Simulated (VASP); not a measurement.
Write the native input for VASP 6.6.1 that does the following.

- Task: single point
- Functional: PBE
- Potentials or basis: VASP PAW PBE potentials, release 64 (Ti_sv, Ni)
- Cutoff: 520 eV
- k mesh: 1 × 1 × 1, shifted
- Occupations: fermi-dirac, width 0.1663 eV
- Spin: no spin polarisation
- Dipole correction: no
- Further INCAR settings: LREAL = Auto; ALGO = Normal; EDIFF = 1e-06; NBANDS = 103; ISYM = 0

The structure of Ti9Ni7 lies in POSCAR:

```
Ti9Ni7
1.0
    6.1173580000      0.0376560000      0.0215690000
    0.0376560000      6.2512350000      0.3066880000
    0.0215690000      0.3066880000      6.5379140000
Ti Ni
9 7
Direct
    0.7553045420      0.4830319033      0.2729689849
    0.4872125510      0.5481281539      0.6201534595
    0.2271248707      0.8797438227      0.6302203226
    0.7479526320      0.8869267047      0.4171204504
    0.3204695210      0.1564715682      1.0538327425
    0.6374974022      0.1175353980      0.6335135522
    0.5629457979      0.7953754885      0.9507793624
    0.9298042373      0.5547095649      0.7653329924
    1.0274037078      0.8406460250      1.0714610014
    0.0814802391      0.1871347081      0.3227995326
    0.4485277091      0.2830638141      0.4081960134
    1.0863268615      0.5281370291      0.4242735109
    0.3169380335      0.8740668214      0.3208644467
    0.0173060226      0.1657771187      0.6934656640
    0.2894071797      0.5146099292      0.0976643447
    0.7350201860      0.1809326293      0.0383506855
```

The input as run:

INCAR

```
PREC     = Accurate       # precision mode
ENCUT    = 520            # plane-wave cutoff, eV
EDIFF    = 1E-6           # SCF threshold, eV
ISMEAR   = -1             # smearing method
SIGMA    = 0.1663         # smearing width, eV
LREAL    = Auto         
LASPH    = T              # aspherical terms in the spheres
NELM     = 100            # most SCF steps
ALGO     = Normal         # electronic algorithm
ISIF     = 2              # what is computed and relaxed
LWAVE    = F              # write WAVECAR
LCHARG   = T              # write CHGCAR
GGA      = PE             # functional
LELF     = T              # ELF
LVHAR    = T            
NBANDS   = 103            # bands
ISYM     = 0
```

KPOINTS

```
Automatic mesh
0
Gamma
  1 1 1
  0.25 0.25 0.25
```

Potentials or basis: VASP PAW PBE potentials, release 64 (Ti_sv, Ni).

Command:

```sh
$ cat potpaw_PBE.64/Ti_sv/POTCAR potpaw_PBE.64/Ni/POTCAR > POTCAR
$ mpirun -np 1 vasp_std > vasp.out
```

Results of the run:

* Pressure: -0.2 GPa
* Largest force: 3.883 eV/Å
* Band gap on the k mesh: 0.05 eV

Caveat: the k points lie up to 1.03 Å⁻¹ apart.

It took 58 s on 1 thread of Intel(R) Xeon(R) 6975P-C (Granite Rapids), on a shared host, peak memory 0.32 GiB.
